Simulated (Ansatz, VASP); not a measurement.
**One calculation of ZnCu, two programs**

File INCAR:

```
PREC = Accurate
ENCUT = 520
EDIFF = 1E-6
ISMEAR = -1
SIGMA = 0.05
LREAL = F
LASPH = T
NELM = 80
ALGO = Normal
ISIF = 2
LWAVE = F
LCHARG = F
GGA = PE
NBANDS = 18
```

File KPOINTS:

```
regular mesh
0
Gamma
  11 11 7
```

File POSCAR:

```
ZnCu
1.0
    1.5172236447     -2.1628832683      0.0000000000
    1.5172236447      2.1628832683      0.0000000000
    0.0000000000      0.0000000000      4.2219577160
Zn Cu
1 1
Direct
    0.5000000000      0.5000000000      0.5000000000
    0.0000000000      0.0000000000      0.0000000000
```

Contents of input.yaml:

```yaml
crystal:
  lattice:
    - [1.5172236447, -2.1628832683, 0.0]
    - [1.5172236447, 2.1628832683, 0.0]
    - [0.0, 0.0, 4.221957716]
  atoms:
    - { symbol: Zn, position: [0.5, 0.5, 0.5] }
    - { symbol: Cu, position: [0.0, 0.0, 0.0] }
hamiltonian:
  xc: pbe
  pseudopotentials: { kind: paw }
kpoints:
  mp_grid: { grid: [11, 11, 7] }
scf:
  occupations: { method: fermi_dirac, width: 0.05 }
output:
  forces: true
  stress: true
  eigenvalues: true
```

Alike in both runs: task single point; functional PBE; k mesh 11 × 11 × 7; occupations fermi-dirac, width 0.05 eV; no spin polarisation.

|  | VASP | Ansatz |
| --- | --- | --- |
| version | VASP 6.6.1 | Ansatz 0.2.0 |
| potentials or method | VASP PAW PBE potentials, release 64 (Zn, Cu) | Ansatz PAW |
| plane-wave cutoff (eV) | 520 | 420 |
| valence electrons in the cell | 23 | 31 |

```csv
,VASP,Ansatz,Ansatz less VASP
gap on the k mesh at the Fermi level (eV),none,none,-
pressure (GPa),-4.7,-5.5,-0.76
"traceless stress, the component that is largest in VASP (GPa)",0.56,0.58,+0.018
```

A gap of «none» marks a metal or a gap that the smearing closes. VASP's potentials hold 23 valence electrons a cell and Ansatz's 31, so a difference there can come from the potentials and not from the codes.
